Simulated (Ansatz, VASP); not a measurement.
**LiCl in VASP and in Ansatz**

File INCAR:

```
SYSTEM = LiCl
  PREC = Accurate
  ENCUT = 520
  EDIFF = 1E-6
  ISMEAR = 0
  SIGMA = 0.02
  LREAL = .False.
  LASPH = .True.
  NELM = 60
  ALGO = Normal
  ISIF = 2
  LWAVE = .False.
  LCHARG = .False.
  GGA = PE
  NBANDS = 12
```

Contents of KPOINTS:

```
Automatic mesh
0
Gamma
  8 8 8
  0 0 0
```

Contents of POSCAR:

```
LiCl
1.0
    0.0000000000      2.6006339373      2.6006339373
    2.6006339373      0.0000000000      2.6006339373
    2.6006339373      2.6006339373      0.0000000000
Li Cl
1 1
Direct
    0.0000000000      0.0000000000      0.0000000000
    0.5000000000      0.5000000000      0.5000000000
```

Input for Ansatz:

```yaml
crystal:
  lattice:
    - [0.0, 2.6006339373, 2.6006339373]
    - [2.6006339373, 0.0, 2.6006339373]
    - [2.6006339373, 2.6006339373, 0.0]
  atoms:
    - { symbol: Li, position: [0.0, 0.0, 0.0] }
    - { symbol: Cl, position: [0.5, 0.5, 0.5] }
basis:
  ecutwfc: 420
kpoints:
  mp_grid: { grid: [8, 8, 8] }
hamiltonian:
  xc: pbe
scf:
  occupations: { method: gaussian, width: 0.02 }
output:
  forces: true
  stress: true
  eigenvalues: true
  write_density: true
  write_potential: true
  elf: true
  volumetric_format: npy
```

Alike in both runs: task single point; functional PBE; k mesh 8 × 8 × 8; occupations gaussian, width 0.02 eV; no spin polarisation.

|  | VASP | Ansatz |
| --- | --- | --- |
| version | VASP 6.6.1 | Ansatz 0.2.0 |
| potentials or method | VASP PAW PBE potentials, release 64 (Li_sv, Cl), cutoff 520 eV | scalar-relativistic, plane waves, PAW |
| valence electrons in the cell | 10 | 10 |

```csv
,VASP,Ansatz,Ansatz less VASP
gap on the k mesh at the Fermi level (eV),6.11,6.10,-0.011
least direct gap on the mesh (eV),6.11,6.10,-0.011
```

The functional is the same, so the differences come from potentials, cutoffs and numerics.

Noted on VASP's run: the cutoff is short for stress, so the pressure is rough.
